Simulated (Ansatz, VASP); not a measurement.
**BN in VASP and in Ansatz**

```
CELL_PARAMETERS angstrom
0.00000 1.80442 1.80442
1.80442 0.00000 1.80442
1.80442 1.80442 0.00000
ATOMIC_POSITIONS crystal
B 0.00000 0.00000 0.00000
N 0.25000 0.25000 0.25000
```

Alike in both runs: functional r2SCAN; k mesh 14 × 14 × 14; occupations fermi-dirac, width 0.02 eV; no spin polarisation.

Ansatz relaxed the structure, and its values are those at the end. VASP's run is a single point on that final structure, the one shown.

|  | VASP | Ansatz |
| --- | --- | --- |
| version | VASP 6.6.1 | Ansatz 0.2.0 |
| potentials or method | VASP PAW PBE potentials, release 64 (B, N), cutoff 520 eV | PAW plane waves |
| valence electrons in the cell | 8 | 8 |

|  | VASP | Ansatz | Ansatz less VASP |
| --- | --- | --- | --- |
| gap on the k mesh at the Fermi level (eV) | 4.98 | 4.99 | +0.012 |
| pressure (GPa) | 1.4 | 0.0 | -1.41 |

VASP's potentials were made for PBE, not for r2SCAN. With one functional, cell and mesh, what is left measures potentials, basis and numerics. Ansatz's warnings: stress scf threshold loose.
